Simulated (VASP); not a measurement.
# TiAl3 (I4/mmm) in VASP: further runs, part 2 of 2

VASP 6.6.1. The steps go on from the part before.

### 3 Single point, PBE

This run uses another cell than the first one, of 16.91 Å³/atom.

INCAR reads:

```
  ALGO = Fast
  EDIFF = 1E-7
  ENCUT = 520
  GGA = PE
  ISIF = 2
  ISMEAR = -1
  LASPH = T
  LCHARG = T
  LELF = T
  LREAL = F
  LVHAR = T
  LWAVE = F
  NBANDS = 18
  NELM = 80
  PREC = Accurate
  SIGMA = 0.05
```

KPOINTS reads:

```
k-points
0
Gamma
  8 8 8
```

POSCAR reads:

```
TiAl3
1.0
   -1.9875510422      1.9875510422      4.2806687947
    1.9875510422     -1.9875510422      4.2806687947
    1.9875510422      1.9875510422     -4.2806687947
Ti Al
1 3
Direct
    0.0000000000      0.0000000000      0.0000000000
    0.2500000000      0.7500000000      0.5000000000
    0.7500000000      0.2500000000      0.5000000000
    0.5000000000      0.5000000000      0.0000000000
```

Potentials or basis: VASP PAW PBE potentials, release 64 (Ti_sv, Al).

Command:

```console
cat potpaw_PBE.64/Ti_sv/POTCAR potpaw_PBE.64/Al/POTCAR > POTCAR
mpirun -np 1 vasp_std > vasp.out
```

OUTCAR:

```text
EDIFF = 1E-7
   ENCUT = 520
   GGA = PE
   ISIF = 2
   ISMEAR = -1
   LASPH = T
   LREAL = F
   NELM = 80
   PREC = Accurate

 ion  position               nearest neighbor table
   1  0.000  0.000  0.000-   4 2.81   4 2.81   4 2.81   4 2.81   3 2.92   2 2.92   3 2.92   2 2.92
                             3 2.92   3 2.92   2 2.92   2 2.92
   2  0.250  0.750  0.500-   3 2.81   3 2.81   3 2.81   3 2.81   4 2.92   1 2.92   4 2.92   4 2.92
                             1 2.92   1 2.92   4 2.92   1 2.92
[... 711 lines left out ...]
  --------------------------------------------------------------------------------------
  -------------------------------------------------------------------------------------
  Total       -3.2399703     -3.2399703     -0.6054170      0.0000000      0.0000000      0.0000000
  in kB      -76.7438203    -76.7438203    -14.3402597      0.0000000      0.0000000      0.0000000
  external PRESSURE =     -55.9426334 kB  Pullay stress =       0.0000000 kB

 VOLUME and BASIS-vectors are now :
 -----------------------------------------------------------------------------
  energy-cutoff  :      520.00
  volume of cell :       67.64
      direct lattice vectors                 reciprocal lattice vectors
    -1.987551042  1.987551042  4.280668795     0.000000000  0.251565866  0.116804178
     1.987551042 -1.987551042  4.280668795     0.251565866  0.000000000  0.116804178
     1.987551042  1.987551042 -4.280668795     0.251565866  0.251565866  0.000000000

 POSITION                                       TOTAL-FORCE (eV/Angst)
 -----------------------------------------------------------------------------------
      0.00000      0.00000      0.00000         0.000000      0.000000     -0.000000
      1.98755     -0.00000      2.14033         0.000000     -0.000000      0.000000
     -0.00000      1.98755      2.14033        -0.000000      0.000000      0.000000
      0.00000      0.00000      4.28067         0.000000      0.000000     -0.000000
 -----------------------------------------------------------------------------------
    total drift:                               -0.000000     -0.000000      0.000000

  FREE ENERGIE OF THE ION-ELECTRON SYSTEM (eV)
  ---------------------------------------------------
  free  energy   TOTEN  =       -20.5641599428 eV

  energy  without entropy=      -20.5490716335  energy(sigma->0) =      -20.55661579
```

stdout:

```text
POSCAR found type information on POSCAR TiAl
 POSCAR found :  2 types and       4 ions
 scaLAPACK will be used
 LDA part: xc-table for (Slater+PW92), standard interpolation
 POSCAR, INCAR and KPOINTS ok, starting setup
[... 31 lines left out ...]
 num prob  num prob RMM:  45    -0.205641590521E+02   -0.24437E-06   -0.27544E-06  1624   0.214E-03    0.242E-04
 num prob  num prob RMM:  47    -0.205641593999E+02   -0.19500E-06   -0.21830E-06  1574   0.198E-03    0.277E-04
 num prob  num prob RMM:  48    -0.205641595221E+02   -0.12221E-06   -0.13660E-06  1605   0.198E-03    0.256E-04
 num prob  num prob RMM:  49    -0.205641596669E+02   -0.14476E-06   -0.16720E-06  1545   0.191E-03    0.315E-04
 num prob RMM:  50    -0.205641597602E+02   -0.93354E-07   -0.10803E-06  1574   0.192E-03    0.327E-04
 num prob  num prob  num prob RMM:  51    -0.205641598716E+02   -0.11137E-06   -0.12841E-06  1560   0.186E-03    0.333E-04
 num prob  num prob RMM:  52    -0.205641599428E+02   -0.71193E-07   -0.85331E-07  1580   0.187E-03
```

Wall time 12 min (1 thread of Intel Xeon 8259CL, shared host); peak memory 0.28 GiB.

What came out:

```
Free energy            : -20.5642 eV
Pressure               : -5.6 GPa
Band gap on the k mesh : zero (an odd number of electrons rules out a gap without spin polarisation)
```

Caveat: the stress differs along the axes, from -8 to -1 GPa.

### 4 Single point, PBE

This run uses another cell than the first one, of 14.41 Å³/atom.

INCAR reads:

```
SYSTEM = TiAl3
ALGO = Normal ; EDIFF = 1E-7
ENCUT = 520 ; GGA = PE
ISIF = 2 ; ISMEAR = -1
LASPH = .TRUE. ; LCHARG = .TRUE.
LELF = .TRUE. ; LREAL = .FALSE.
LVHAR = .TRUE. ; LWAVE = .FALSE.
NBANDS = 18 ; NELM = 80
PREC = Accurate ; SIGMA = 0.05
```

KPOINTS reads:

```
k-points
0
G
  9 9 9
  0 0 0
```

POSCAR reads:

```
TiAl3
1.0
   -1.8346625004      1.8346625004      4.2806687947
    1.8346625004     -1.8346625004      4.2806687947
    1.8346625004      1.8346625004     -4.2806687947
Ti Al
1 3
Direct
    0.0000000000      0.0000000000      0.0000000000
    0.2500000000      0.7500000000      0.5000000000
    0.7500000000      0.2500000000      0.5000000000
    0.5000000000      0.5000000000      0.0000000000
```

Command:

```console
cat potpaw_PBE.64/Ti_sv/POTCAR potpaw_PBE.64/Al/POTCAR > POTCAR
mpirun -np 1 vasp_std > vasp.out
```

Run time: 3.2 min. Hardware: 1 thread of Intel Xeon 8259CL, shared host; peak memory 0.28 GiB.

It converged, with:

| Item | Value |
| --- | --- |
| Free energy | -20.3873 eV |
| Pressure | 13.4 GPa |
| Band gap on the k mesh | zero (an odd number of electrons rules out a gap without spin polarisation) |

Stress tensor (GPa, compression positive):
```
16.68  0.00  0.00
 0.00 16.68  0.00
 0.00  0.00  6.72
```

Levels at points of the mesh, in eV from the Fermi level:
| k point | band 6 | band 7 | band 8 | band 9 | band 10 | band 11 | band 12 | band 13 | band 14 | band 15 |
| --- | --- | --- | --- | --- | --- | --- | --- | --- | --- | --- |
| (0.00, 0.00, 0.00) | -3.28 | -3.07 | -1.53 | -1.18 | -1.18 | 0.96 | 2.14 | 2.14 | 2.25 | 3.22 |

Caveat: the stress differs along the axes, from 7 to 17 GPa.

### 5 Overview

| cell | k mesh | gap on the mesh (eV) | pressure (GPa) |
| --- | --- | --- | --- |
| a = 5.092 Å, angles 135.0, 135.0, 65.6°, 4 atoms | 8 × 8 × 8 | none | -2.2 |
| a = 5.121 Å, angles 134.3, 134.3, 66.6°, 4 atoms | 8 × 8 × 8 | none | -5.6 |
| a = 5.006 Å, angles 137.0, 137.0, 62.4°, 4 atoms | 9 × 9 × 9 | none | 13.4 |

Alike in all rows: task single point; level PBE; potentials or basis VASP PAW PBE potentials, release 64 (Ti_sv, Al); no spin polarisation; cutoff (eV) 520; smearing fermi-dirac 0.05 eV.

Caveats: the stress differs along the axes, from -8 to -1 GPa (at least some runs); the stress differs along the axes, from 7 to 17 GPa (at least some runs).

Total energies depend on the potentials used, so only differences within one code and one set of settings carry meaning.
